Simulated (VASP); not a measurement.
Set up this calculation in VASP 6.6.1, as the native input.

| Quantity | Value |
| --- | --- |
| Task | single point |
| Functional | r2SCAN |
| Potentials or basis | VASP PAW PBE potentials, release 64 (Cd, As, C) |
| Cutoff | 520 eV |
| k mesh | 6 × 6 × 6 |
| Occupations | fermi-dirac, width 0.02 eV |
| Spin | no spin polarisation |
| Dipole correction | no |
| Further INCAR settings | ALGO = Normal; EDIFF = 1e-06; NBANDS = 36 |

CdAs2C:

```xyz
8
Lattice="-2.8680 2.8680 4.4998 2.8680 -2.8680 4.4998 2.8680 2.8680 -4.4998" Properties=species:S:1:pos:R:3 pbc="T T T"
Cd    0.0000    0.0000    0.0000
Cd    0.0000    2.8680    2.2499
As    1.9307    1.4340    1.1249
As    1.4340   -0.9373    3.3748
As    0.9373    1.4340    5.6247
As   -1.4340    0.9373    3.3748
C     0.0000    0.0000    4.4998
C     2.8680    0.0000    2.2499
```

The input as run:

POSCAR

```
CdAs2C
1.0
   -2.8679541182      2.8679541182      4.4997870049
    2.8679541182     -2.8679541182      4.4997870049
    2.8679541182      2.8679541182     -4.4997870049
Cd As C
2 4 2
Direct
    0.0000000000      0.0000000000      0.0000000000
    0.7500000000      0.2500000000      0.5000000000
    0.3750000000      0.4615929393      0.5865929393
    0.2115929393      0.6250000000      0.0865929393
    0.8750000000      0.7884070607      0.4134070607
    0.5384070607      0.1250000000     -0.0865929393
    0.5000000000      0.5000000000      0.0000000000
    0.2500000000      0.7500000000      0.5000000000
```

INCAR.step1

```
  PREC = Accurate
  ENCUT = 520
  ISMEAR = -1
  SIGMA = 0.02
  LREAL = False
  LASPH = True
  NELM = 80
  NBANDS = 36
  GGA = PE
  ALGO = Normal
  EDIFF = 1E-4
  LWAVE = True
  LCHARG = False
```

INCAR.step2

```
  PREC = Accurate
  ENCUT = 520
  EDIFF = 1E-6
  ISMEAR = -1
  SIGMA = 0.02
  LREAL = False
  LASPH = True
  NELM = 80
  ALGO = Normal
  ISIF = 2
  LWAVE = False
  LCHARG = False
  METAGGA = R2SCAN
  LMIXTAU = True
  NBANDS = 36
  ISTART = 1
```

KPOINTS

```
regular mesh
0
Gamma
  6 6 6
```

Potentials or basis: VASP PAW PBE potentials, release 64 (Cd, As, C).

Command:

```sh
$ cat potpaw_PBE.64/Cd/POTCAR potpaw_PBE.64/As/POTCAR potpaw_PBE.64/C/POTCAR > POTCAR
$ cp INCAR.step1 INCAR
$ mpirun -np 1 vasp_std > vasp.out
$ cp INCAR.step2 INCAR
$ mpirun -np 1 vasp_std > vasp.out
```

Results of the run:

| Item | Value |
| --- | --- |
| Pressure | 0.3 GPa |
| Largest force | 0.005 eV/Å |
| Band gap on the k mesh | 0.39 eV |

Caveat: the PAW data sets were made with another functional, which shifts forces and pressure a little.

Run time: 9.7 min on 1 thread of AMD EPYC 9R45 96-Core Processor (Zen 5), with other jobs on the host, peak memory 0.42 GiB.
